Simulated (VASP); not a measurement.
Os: single point with PBEsol

Os:

```
CELL_PARAMETERS angstrom
2.78793 0.00000 0.00000
-1.39397 2.41442 0.00000
0.00000 0.00000 8.95157
ATOMIC_POSITIONS crystal
Os 0.00000 0.00000 0.00000
Os 0.00000 0.00000 0.50000
Os 0.33333 0.66667 0.25000
Os 0.66667 0.33333 0.75000
```

```
Program             : VASP 6.6.1
Task                : single point
Functional          : PBEsol
Potentials or basis : VASP PAW PBE potentials, release 64 (Os)
Cutoff              : 520 eV
k mesh              : 15 × 15 × 4
Occupations         : fermi-dirac, width 0.1 eV
Spin                : no spin polarisation
```

```
Pressure               : -27.6 GPa
Band gap on the k mesh : zero (bands 16 and 17 overlap by 3.19 eV)
```

Stress tensor (GPa, compression positive):
```
-27.71   0.00   0.00
  0.00 -27.71   0.00
  0.00   0.00 -27.37
```

Levels at points of the mesh, in eV from the Fermi level:
| k point | band 14 | band 15 | band 16 | band 17 | band 18 | band 19 |
| --- | --- | --- | --- | --- | --- | --- |
| (0.00, 0.00, 0.00) | -2.23 | -2.23 | -0.76 | -0.76 | -0.14 | 0.02 |
| (0.00, 0.00, 0.50) | -2.56 | -1.89 | -1.89 | -0.30 | -0.30 | -0.30 |

Wall time 3.2 min on 1 thread of Oxide Virtual Turin-like Processor, on a shared host, peak memory 0.21 GiB.

Caveat: the cell stands under tension; the PAW data sets were made with another functional, which shifts forces and pressure a little; spin-orbit coupling is left out, which moves the levels of the heavy elements.
